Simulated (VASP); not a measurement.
# NbTe (F-43m) in VASP: notebook, part 2 of 2

VASP 6.6.1. The steps go on from the part before.

### 3 Single point, PBE, collinear spin (31.65 Å³/atom)

This run uses another cell than the first one, of 31.65 Å³/atom.

Input file INCAR:

```
PREC = Accurate ; ENCUT = 520
EDIFF = 1E-7 ; ISMEAR = 0
SIGMA = 0.05 ; LREAL = False
LASPH = True ; NELM = 150
ALGO = Normal ; ISIF = 2
LWAVE = False ; LCHARG = False
ISPIN = 2 ; MAGMOM = 1.66 0
LORBIT = 11 ; LMAXMIX = 4
GGA = PE ; NBANDS = 20
```

Input file KPOINTS:

```
Automatic mesh
0
Gamma
  10 10 10
```

Input file POSCAR:

```
NbTe
1.0
    0.0000000000      3.1632877036      3.1632877036
    3.1632877036      0.0000000000      3.1632877036
    3.1632877036      3.1632877036      0.0000000000
Nb Te
1 1
Direct
    0.0000000000      0.0000000000      0.0000000000
    0.2500000000      0.2500000000      0.2500000000
```

Potentials or basis: VASP PAW PBE potentials, release 64 (Nb_sv, Te).

Command:

```
$ cat potpaw_PBE.64/Nb_sv/POTCAR potpaw_PBE.64/Te/POTCAR > POTCAR
$ mpirun -np 1 vasp_std > vasp.out
```

OUTCAR:

```text
PREC = Accurate
   ENCUT = 520
   EDIFF = 1E-7
   ISMEAR = 0
   LREAL = False
   LASPH = True
   NELM = 150
   ISIF = 2
   ISPIN = 2
   LORBIT = 11
   GGA = PE

 ion  position               nearest neighbor table
   1  0.000  0.000  0.000-   2 2.74   2 2.74   2 2.74   2 2.74
   2  0.250  0.250  0.250-   1 2.74   1 2.74   1 2.74   1 2.74

  LATTYP: Found a face centered cubic cell.
 ALAT       =     6.3265754072

  Lattice vectors:

 A1 = (   0.0000000000,   3.1632877036,   3.1632877036)
 A2 = (   3.1632877036,   0.0000000000,   3.1632877036)
 A3 = (   3.1632877036,   3.1632877036,   0.0000000000)

Analysis of symmetry for initial positions (statically):
=====================================================================
 Subroutine PRICEL returns:
 Original cell was already a primitive cell.

 Routine SETGRP: Setting up the symmetry group for a
 face centered cubic supercell.

 Subroutine GETGRP returns: Found 24 space group operations
 (whereof 24 operations were pure point group operations)
 out of a pool of 48 trial point group operations.

[... 740 lines left out ...]
 spin component 2

 k-point     1 :       0.0000    0.0000    0.0000
  band No.  band energies     occupation
      1     -48.3453      1.00000
      2     -24.3755      1.00000
      3     -24.3755      1.00000
      4     -24.3755      1.00000
      5      -6.0545      1.00000
      6       2.7403      1.00000
[... 541 lines left out ...]
     19      16.4786      0.00000
     20      18.8170      0.00000

 [... further k-points ...]
[... 5 lines left out ...]
  --------------------------------------------------------------------------------------
  -------------------------------------------------------------------------------------
  Total        0.4293715      0.4293715      0.4293715     -0.0000000     -0.0000000      0.0000000
  in kB       10.8667006     10.8667006     10.8667006     -0.0000000     -0.0000000      0.0000000
  external PRESSURE =      10.8667006 kB  Pullay stress =       0.0000000 kB

 VOLUME and BASIS-vectors are now :
 -----------------------------------------------------------------------------
  energy-cutoff  :      520.00
  volume of cell :       63.31
      direct lattice vectors                 reciprocal lattice vectors
     0.000000000  3.163287704  3.163287704    -0.158063397  0.158063397  0.158063397
     3.163287704  0.000000000  3.163287704     0.158063397 -0.158063397  0.158063397
     3.163287704  3.163287704  0.000000000     0.158063397  0.158063397 -0.158063397

 POSITION                                       TOTAL-FORCE (eV/Angst)
 -----------------------------------------------------------------------------------
      0.00000      0.00000      0.00000        -0.000000     -0.000000     -0.000000
      1.58164      1.58164      1.58164         0.000000      0.000000      0.000000
 -----------------------------------------------------------------------------------
    total drift:                                0.000000      0.000000      0.000000

  FREE ENERGIE OF THE ION-ELECTRON SYSTEM (eV)
  ---------------------------------------------------
  free  energy   TOTEN  =       -12.2946241121 eV

  energy  without entropy=      -12.2924944798  energy(sigma->0) =      -12.29355930

 total charge

# of ion       s       p       d       tot
------------------------------------------
    1        2.144   5.949   2.597  10.690
    2        1.333   2.103   0.077   3.513
--------------------------------------------------
tot          3.477   8.052   2.674  14.203

 magnetization (x)

# of ion       s       p       d       tot
------------------------------------------
    1        0.030   0.011   1.520   1.562
    2       -0.013  -0.080   0.044  -0.049
--------------------------------------------------
tot          0.018  -0.069   1.564   1.513
```

stdout:

```text
POSCAR found type information on POSCAR NbTe
 POSCAR found :  2 types and       2 ions
 scaLAPACK will be used
 LDA part: xc-table for (Slater+PW92), standard interpolation
 POSCAR, INCAR and KPOINTS ok, starting setup
 FFT: planning ... GRIDC
 FFT: planning ... GRID_SOFT
 FFT: planning ... GRID
 WAVECAR not read
 entering main loop
```

Wall time 77 s (1 thread of Intel Xeon 6975P-C (Granite Rapids), shared host); peak memory 0.29 GiB.

Results:

| Property | Result |
| --- | --- |
| Free energy | -12.2946 eV |
| Pressure | 1.1 GPa |
| Net moment | 2.16 μB per cell |
| Site moments | Nb +1.56; Te -0.05 μB |
| Valence electrons inside the program's atomic spheres | Nb 10.69; Te 3.51 |

Levels at points of the mesh, in eV from the Fermi level:
Spin up:
| k point | band 6 | band 7 | band 8 | band 9 | band 10 | band 11 | band 12 | band 13 | band 14 | band 15 |
| --- | --- | --- | --- | --- | --- | --- | --- | --- | --- | --- |
| (0.00, 0.00, 0.00) | -3.87 | -3.87 | -3.87 | -0.75 | -0.75 | 1.22 | 3.73 | 3.73 | 3.73 | 5.53 |
| (0.50, 0.00, 0.00) | -4.84 | -3.62 | -3.62 | -0.49 | -0.49 | -0.18 | 1.82 | 1.82 | 3.03 | 6.91 |
| (0.50, 0.50, 0.00) | -5.16 | -3.15 | -3.15 | -1.20 | -0.44 | -0.28 | 0.48 | 0.48 | 4.73 | 5.48 |
Spin down:
```
           k point  band 5  band 6  band 7  band 8  band 9  band 10  band 11  band 12
(0.00, 0.00, 0.00)  -12.25   -3.45   -3.45   -3.45    0.93     0.93     1.69     4.31
(0.50, 0.00, 0.00)  -11.69   -4.52   -3.18   -3.18    0.76     1.10     1.10     2.54
(0.50, 0.50, 0.00)  -11.51   -4.70   -2.88   -2.88   -0.48     0.98     1.40     1.40
```

Caveat: spin-orbit coupling is left out, which moves the levels of the heavy elements.

### 4 Single point, PBE, collinear spin (32.30 Å³/atom)

This run uses another cell than the first one, of 32.30 Å³/atom.

Input file INCAR:

```
SYSTEM = NbTe
PREC = Accurate
ENCUT = 520
EDIFF = 1E-6
ISMEAR = 0
SIGMA = 0.05
LREAL = .FALSE.
LASPH = .TRUE.
NELM = 150
ALGO = Normal
ISIF = 2
LWAVE = .FALSE.
LCHARG = .TRUE.
ISPIN = 2
MAGMOM = 1.6 0
LORBIT = 11
LMAXMIX = 4
GGA = PE
LELF = .TRUE.
LVHAR = .TRUE.
NBANDS = 20
```

Input file KPOINTS:

```
regular mesh
0
G
  10 10 10
  0 0 0
```

Input file POSCAR:

```
NbTe
1.0
    0.0000000000      3.1846619175      3.1846619175
    3.1846619175      0.0000000000      3.1846619175
    3.1846619175      3.1846619175      0.0000000000
Nb Te
1 1
Direct
    0.0000000000      0.0000000000      0.0000000000
    0.2500000000      0.2500000000      0.2500000000
```

Command:

```
$ cat potpaw_PBE.64/Nb_sv/POTCAR potpaw_PBE.64/Te/POTCAR > POTCAR
$ mpirun -np 1 vasp_std > vasp.out
```

Run time: 69 s. Hardware: 1 thread of Intel Xeon 6975P-C (Granite Rapids), shared host; peak memory 0.29 GiB.

It converged, with:

| Property | Result |
| --- | --- |
| Free energy | -12.2987 eV |
| Pressure | -0.1 GPa |
| Net moment | 2.21 μB per cell |
| Site moments | Nb +1.59; Te -0.05 μB |
| Valence electrons inside the program's atomic spheres | Nb 10.67; Te 3.50 |

Levels at points of the mesh, in eV from the Fermi level:
Spin up:
```tsv
k point	band 6	band 7	band 8	band 9	band 10	band 11	band 12	band 13	band 14	band 15
(0.00, 0.00, 0.00)	-3.84	-3.84	-3.84	-0.78	-0.78	1.11	3.59	3.59	3.59	5.42
(0.50, 0.00, 0.00)	-4.81	-3.60	-3.60	-0.53	-0.53	-0.22	1.74	1.74	2.94	6.76
(0.50, 0.50, 0.00)	-5.12	-3.15	-3.15	-1.19	-0.50	-0.32	0.43	0.43	4.57	5.36
```
Spin down:
| k point | band 6 | band 7 | band 8 | band 9 | band 10 | band 11 |
| --- | --- | --- | --- | --- | --- | --- |
| (0.00, 0.00, 0.00) | -3.42 | -3.42 | -3.42 | 0.94 | 0.94 | 1.62 |
| (0.50, 0.00, 0.00) | -4.48 | -3.16 | -3.16 | 0.75 | 1.09 | 1.09 |
| (0.50, 0.50, 0.00) | -4.65 | -2.89 | -2.89 | -0.45 | 0.96 | 1.38 |

Caveat: spin-orbit coupling is left out, which moves the levels of the heavy elements.

### 5 Summary

```tsv
cell	gap on the mesh (eV)	pressure (GPa)	moment (μB)
a = 4.464 Å, angles 60.0°, 2 atoms	none	1.5	2.15
a = 4.474 Å, angles 60.0°, 2 atoms	none	1.1	2.16
a = 4.504 Å, angles 60.0°, 2 atoms	none	-0.1	2.21
```

Alike in all rows: task single point; level PBE; potentials or basis VASP PAW PBE potentials, release 64 (Nb_sv, Te); spin collinear; k mesh 10 × 10 × 10; cutoff (eV) 520; smearing gaussian 0.05 eV.

Caveats: spin-orbit coupling is left out, which moves the levels of the heavy elements.

Absolute energies hang on the potentials; compare differences alone.
